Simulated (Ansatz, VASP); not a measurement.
Pt: VASP beside Ansatz

```
Pt
1.0
     2.73297    0.00000    0.00000
    -1.36648    2.36682    0.00000
     0.00000    0.00000    4.76535
Pt
2
Direct
  0.74622 0.41785 0.75314
  0.25378 0.58215 0.24686
```

Change from the starting cell: atom 2 moved 0.45 Å.

Alike in both runs: task single point; functional r2SCAN; k mesh 12 × 12 × 8; occupations gaussian, width 0.15 eV; no spin polarisation.

|  | VASP | Ansatz |
| --- | --- | --- |
| version | VASP 6.6.1 | Ansatz 0.2.0 |
| potentials or method | VASP PAW PBE potentials, release 64 (Pt), cutoff 520 eV | scalar-relativistic, plane waves, PAW |
| valence electrons in the cell | 20 | 36 |

```tsv
	VASP	Ansatz	Ansatz less VASP
gap on the k mesh at the Fermi level (eV)	none	none	-
pressure (GPa)	2.5	1.8	-0.67
traceless stress, the component that is largest in VASP (GPa)	2.46	2.61	+0.146
rms of the force components (eV/Å)	0.306	0.304	-0.0025
```

VASP's potentials were made for PBE, not for r2SCAN. Atom by atom the forces differ by 0.005 eV/Å (rms over components). A gap of «none» marks a metal or a gap that the smearing closes. VASP's potentials hold 20 valence electrons a cell and Ansatz's 36, so a difference there can come from the potentials and not from the codes.

Neither program's run includes spin-orbit coupling.
